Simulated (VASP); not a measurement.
Runs of VASP 6.6.1 on Sb. The structure is that of space group Pm-3m (No. 221), or close to it. The cells are those of the table. 

| cell | gap on the mesh (eV) | pressure (GPa) |
| --- | --- | --- |
| a = 3.002 Å, 1 atom | none | (a) |
| a = 3.081, b = 3.081, c = 3.002 Å, 1 atom | none | 2.2 |
| a = 3.081 Å, 1 atom | none | 0.3 |
| a = 3.318 Å, 1 atom | none | -8.0 |
| a = 3.002, b = 3.002, c = 3.160 Å, 1 atom | none | (b) |

Alike in all rows: task single point; level r2SCAN; potentials or basis VASP PAW PBE potentials, release 64 (Sb); no spin polarisation; k mesh 16 × 16 × 16; cutoff (eV) 520; smearing gaussian 0.15 eV.

Problem. Fill in the values left out.

Solution. (a) 6.2; (b) 2.6.

Caveats: the PAW data sets were made with another functional, which shifts forces and pressure a little; spin-orbit coupling is left out, which moves the levels of the heavy elements.

A k mesh can miss the band edges, and the runs leave out spin-orbit coupling on Sb.

A gap of «none» marks levels without a gap at the run's occupations.
